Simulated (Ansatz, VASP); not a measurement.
**One calculation of KSrHfNbO6, two programs**

```
K Sr Hf Nb O
1.0
     0.00000    4.06868    4.06868
     4.06868    0.00000    4.06868
     4.06868    4.06868    0.00000
K Sr Hf Nb O
1 1 1 1 6
Cartesian
  6.1030 6.1030 6.1030
  2.0343 2.0343 2.0343
  0.0000 0.0000 0.0000
  4.0687 4.0687 4.0687
  2.0775 4.0687 4.0687
  6.0599 4.0687 4.0687
  4.0687 4.0687 6.0599
  4.0687 4.0687 2.0775
  4.0687 2.0775 4.0687
  4.0687 6.0599 4.0687
```

Alike in both runs: functional PBE; dispersion D3(BJ); k mesh 4 × 4 × 4; occupations gaussian, width 0.02 eV; no spin polarisation.

Ansatz relaxed the structure, and its values are those at the end. VASP's run is a single point on that final structure, the one shown.

|  | VASP | Ansatz |
| --- | --- | --- |
| version | VASP 6.6.1 | Ansatz 0.2.0 |
| potentials or method | VASP PAW PBE potentials, release 64 (K_sv, Sr_sv, Hf_pv, Nb_sv, O), cutoff 520 eV | scalar-relativistic, plane waves, PAW |
| valence electrons in the cell | 78 | 94 |

|  | VASP | Ansatz | Ansatz less VASP |
| --- | --- | --- | --- |
| gap on the k mesh at the Fermi level (eV) | 2.49 | 2.52 | +0.034 |
| least direct gap on the mesh (eV) | 2.49 | 2.52 | +0.034 |
| pressure (GPa) | -0.8 | 0.0 | +0.77 |
| rms of the force components (eV/Å) | 0.056 | 0.000 | -0.0553 |

VASP's potentials hold 78 valence electrons a cell and Ansatz's 94, so a difference there can come from the potentials and not from the codes.

Neither program's run includes spin-orbit coupling.
